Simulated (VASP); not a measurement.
AlSn: single point with PBE

The system is AlSn.

```
CELL_PARAMETERS angstrom
4.19811 0.00000 0.00000
-2.09905 3.63567 0.00000
0.00000 0.00000 3.30685
ATOMIC_POSITIONS crystal
Sn 0.33333 0.66667 0.50000
Al 0.00000 0.00000 0.00000
```

```yaml
Program: VASP 6.6.1
Task: single point
Functional: PBE
Potentials_or_basis: VASP PAW PBE potentials, release 64 (Sn_d, Al)
Cutoff: 520 eV
k_mesh: 7 × 7 × 8
Occupations: gaussian, width 0.026 eV
Spin: no spin polarisation
Dipole_correction: no
Further_INCAR_settings: ALGO = Fast; EDIFF = 1e-06; NBANDS = 16
```

The pressure is 0.2 GPa.

Stress tensor (GPa, compression positive):
```
-0.04  0.00  0.00
 0.00 -0.04  0.00
 0.00  0.00  0.77
```

Levels at points of the mesh, in eV from the Fermi level:
| k point | band 6 | band 7 | band 8 | band 9 | band 10 | band 11 |
| --- | --- | --- | --- | --- | --- | --- |
| (0.00, 0.00, 0.00) | -10.45 | -0.22 | -0.22 | 0.70 | 2.61 | 3.13 |
| (0.00, 0.00, 0.50) | -7.42 | -6.21 | 2.72 | 2.72 | 3.58 | 3.58 |

It took 62 s on 1 thread of AMD EPYC 7R13, on a shared host, peak memory 0.15 GiB.

Caveat: spin-orbit coupling is left out, which moves the levels of the heavy elements.
